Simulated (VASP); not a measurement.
BaTiO3: single point with PBE

The system is BaTiO3.

```xyz
5
Lattice="3.9538 -0.0011 -0.0001 -0.0029 2.7982 2.7946 0.0031 -2.7966 2.7950" Properties=species:S:1:pos:R:3 pbc="T T T"
Ba   -0.0141    0.0220    5.5856
Ti    1.9309    0.0661    2.7910
O     3.9822   -0.0233    2.7903
O     1.9946   -1.4297    4.1965
O     1.9916    1.3676    4.1787
```

```json
{"Program": "VASP 6.6.1", "Task": "single point", "Functional": "PBE", "Potentials or basis": "VASP PAW PBE potentials, release 64 (Ba_sv, Ti_sv, O)", "Cutoff": "520 eV", "k mesh": "7 × 6 × 7", "Occupations": "fermi-dirac, width 0.05 eV", "Spin": "no spin polarisation"}
```

```
Pressure               : 12.1 GPa
Largest force          : 0.040 eV/Å
Band gap on the k mesh : 2.11 eV, indirect (least direct gap 2.29 eV)
```

Forces in eV/Å, atoms in the order of the input:
```
Ba   0.015 -0.021  0.000
Ti   0.022 -0.033 -0.001
O   -0.024  0.010  0.000
O   -0.007  0.022 -0.012
O   -0.006  0.022  0.014
```

Levels at points of the mesh, in eV from the valence-band top:
```tsv
k point	band 16	band 17	band 18	band 19	band 20	band 21	band 22	band 23	band 24	band 25
(0.00, 0.00, 0.00)	-1.20	-1.10	-0.25	-0.18	-0.18	2.11	2.11	2.19	4.42	4.42
(0.00, 0.50, 0.00)	-2.04	-1.79	-1.73	-0.78	-0.72	2.29	3.81	3.86	4.41	6.40
```

Run time: 3.4 min on 1 thread of Intel(R) Xeon(R) Platinum 8259CL CPU @ 2.50GHz (Skylake/Cascade Lake) (shared host), peak memory 0.36 GiB.

Caveat: spin-orbit coupling is left out, which moves the levels of the heavy elements. Expect the measured gap to be larger: semilocal functionals such as PBE lack the derivative discontinuity.
